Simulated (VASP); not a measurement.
MgO: single point with PBE

MgO:

```
Mg O
1.0
     3.59744    0.00000    0.00000
    -1.79872    3.11547    0.00000
     0.00000    0.00000    4.06187
Mg O
2 2
Direct
  0.66667 0.33333 0.75000
  0.33333 0.66667 0.25000
  0.66667 0.33333 0.25000
  0.33333 0.66667 0.75000
```

This cell differs from its parent crystal: volume 11.381 Å^3 an atom, c/a of the conventional cell 1.1291.

```
Program                : VASP 6.6.1
Task                   : single point
Functional             : PBE
Potentials or basis    : VASP PAW PBE potentials, release 64 (Mg, O)
Cutoff                 : 520 eV
k mesh                 : 9 × 9 × 6
Occupations            : gaussian, width 0.05 eV
Spin                   : no spin polarisation
Dipole correction      : no
Further INCAR settings : ALGO = Normal; EDIFF = 1e-06; NBANDS = 16
```

| Item | Value |
| --- | --- |
| Pressure | 0.7 GPa |
| Band gap on the k mesh | 3.35 eV, direct |

Stress tensor (GPa, compression positive):
```
-3.04  0.00  0.00
 0.00 -3.04  0.00
 0.00  0.00  8.13
```

Levels at points of the mesh, in eV from the valence-band top:
```tsv
k point	band 6	band 7	band 8	band 9	band 10	band 11
(0.00, 0.00, 0.00)	-0.60	-0.60	0.00	3.35	9.55	12.04
(0.00, 0.00, 0.50)	-1.15	-1.15	-1.15	6.43	6.43	12.40
```

It took 55 s on 1 thread of AMD EPYC 7R13, on a shared host, peak memory 0.15 GiB.
